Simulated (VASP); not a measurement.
Write the native input for VASP 6.6.1 that does the following.

```
Task                               : single point
Functional                         : PBE-based screened hybrid with 50 % exact exchange
Potentials or basis                : VASP PAW PBE potentials, release 64 (Cd, S)
Cutoff                             : 520 eV
k mesh                             : 4 × 4 × 2
Occupations                        : fermi-dirac, width 0.05 eV
Spin                               : no spin polarisation
Dipole correction                  : no
Grid for exact exchange (PRECFOCK) : Normal
Share of exact exchange            : 0.5
Further INCAR settings             : ALGO = Normal; EDIFF = 1e-07; NBANDS = 26
Screening parameter                : 0.2 1/Å
```

CdS:

```xyz
4
Lattice="4.1500 0.0000 0.0000 -2.0750 3.5940 0.0000 0.0000 0.0000 6.7370" Properties=species:S:1:pos:R:3 pbc="T T T"
Cd    2.0750    1.1980    3.3685
Cd    0.0000    2.3960    0.0000
S     2.0750    1.1980    5.8949
S     0.0000    2.3960    2.5264
```

These files were run (other wordings do the same):

POSCAR

```
CdS
1.0
    4.1500000000      0.0000000000      0.0000000000
   -2.0750000000      3.5940054257      0.0000000000
    0.0000000000      0.0000000000      6.7370000000
Cd S
2 2
Direct
    0.6666666667      0.3333333333      0.5000000000
    0.3333333333      0.6666666667      0.0000000000
    0.6666666667      0.3333333333      0.8750000000
    0.3333333333      0.6666666667      0.3750000000
```

INCAR.step1

```
SYSTEM = CdS
  ALGO = Normal
  EDIFF = 1E-5
  ENCUT = 520
  GGA = PE
  ISIF = 2
  ISMEAR = -1
  LASPH = .TRUE.
  LCHARG = .FALSE.
  LREAL = .FALSE.
  LWAVE = .TRUE.
  NBANDS = 26
  NELM = 60
  PREC = Accurate
  SIGMA = 0.05
```

INCAR.step2

```
SYSTEM = CdS
  AEXX = 0.5
  ALGO = Normal
  EDIFF = 1E-7
  ENCUT = 520
  GGA = PE
  HFSCREEN = 0.2
  ISIF = 2
  ISMEAR = -1
  ISTART = 1
  LASPH = .TRUE.
  LCHARG = .FALSE.
  LHFCALC = .TRUE.
  LREAL = .FALSE.
  LWAVE = .FALSE.
  NBANDS = 26
  NELM = 60
  PREC = Accurate
  PRECFOCK = Normal
  SIGMA = 0.05
```

KPOINTS

```
k-points
0
G
  4 4 2
  0 0 0
```

Potentials or basis: VASP PAW PBE potentials, release 64 (Cd, S).

Launch:

```bash
$ cat potpaw_PBE.64/Cd/POTCAR potpaw_PBE.64/S/POTCAR > POTCAR
$ cp INCAR.step1 INCAR
$ mpirun -np 1 vasp_std > vasp.out
$ cp INCAR.step2 INCAR
$ mpirun -np 1 vasp_std > vasp.out
```

Results of the run:

| Property | Result |
| --- | --- |
| Pressure | 0.3 GPa |
| Largest force | 0.070 eV/Å |
| Band gap on the k mesh | 3.40 eV |

Caveat: the k points lie up to 0.47 Å⁻¹ apart; the PAW data sets were made with another functional, which shifts forces and pressure a little.

Run time: 14 min on 1 thread of Intel(R) Xeon(R) Platinum 8488C (Sapphire Rapids) (shared host), peak memory 0.34 GiB.
